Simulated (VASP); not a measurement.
Input of a VASP 6.6.1 run:

File INCAR:

```
ALGO = Normal ; DIPOL = 0.5 0.5 0.485
EDIFF = 1E-7 ; EDIFFG = -0.03
ENCUT = 450 ; GGA = PS
GGA_COMPAT = False ; IBRION = 2
IDIPOL = 3 ; ISIF = 2
ISMEAR = 0 ; LASPH = True
LCHARG = False ; LDIPOL = True
LREAL = False ; LWAVE = False
NELM = 120 ; NELMDL = -8
NELMIN = 4 ; NSW = 90
PREC = Accurate ; SIGMA = 0.1
```

File KPOINTS:

```
k-points
0
Gamma
  10 10 1
```

Contents of POSCAR:

```
Ti4H
1.0
    2.8679135955      0.0000000000      0.0000000000
    0.0000000000      2.8679135955      0.0000000000
    0.0000000000      0.0000000000     25.0837634538
Ti H
4 1
Selective dynamics
Direct
    0.5000000000      0.5000000000      0.3388646212  F F F
    0.0000000000      0.0000000000      0.4197105897  F F F
    0.5000000000      0.5000000000      0.5045747371  T T T
    0.0000000000      0.0000000000      0.5792204719  T T T
    0.5000000000      0.5000000000      0.5808151289  T T T
```

Potentials or basis: VASP PAW PBE potentials, release 64 (Ti_sv, H).

Launch:

```sh
$ cat potpaw_PBE.64/Ti_sv/POTCAR potpaw_PBE.64/H/POTCAR > POTCAR
$ mpirun -np 1 vasp_std > vasp.out
```

**Question.** Estimate the energy gained by relaxing.

**Answer.** 10.6 meV/atom.

**Question.** Predict the band gap on the k mesh.

**Answer.** Zero (an odd number of electrons rules out a gap without spin polarisation).

Step by step:
| step | energy change (eV) | largest force on free atoms (eV/Å) | pressure (GPa) |
| --- | --- | --- | --- |
| 1 | 0.0000 | 1.0019 | -1.47 |
| 2 | -0.0434 | 0.3881 | -1.80 |
| 3 | -0.0511 | 0.0855 | -1.97 |
| 4 | -0.0511 | 0.0753 | -1.96 |
| 5 | -0.0517 | 0.0602 | -1.94 |
| 6 | -0.0528 | 0.0330 | -1.89 |
| 7 | -0.0523 | 0.0772 | -1.79 |
| 8 | -0.0530 | 0.0341 | -1.86 |
| 9 | -0.0531 | 0.0074 | -1.87 |

Caveat: the PAW data sets were made with another functional, which shifts forces and pressure a little.
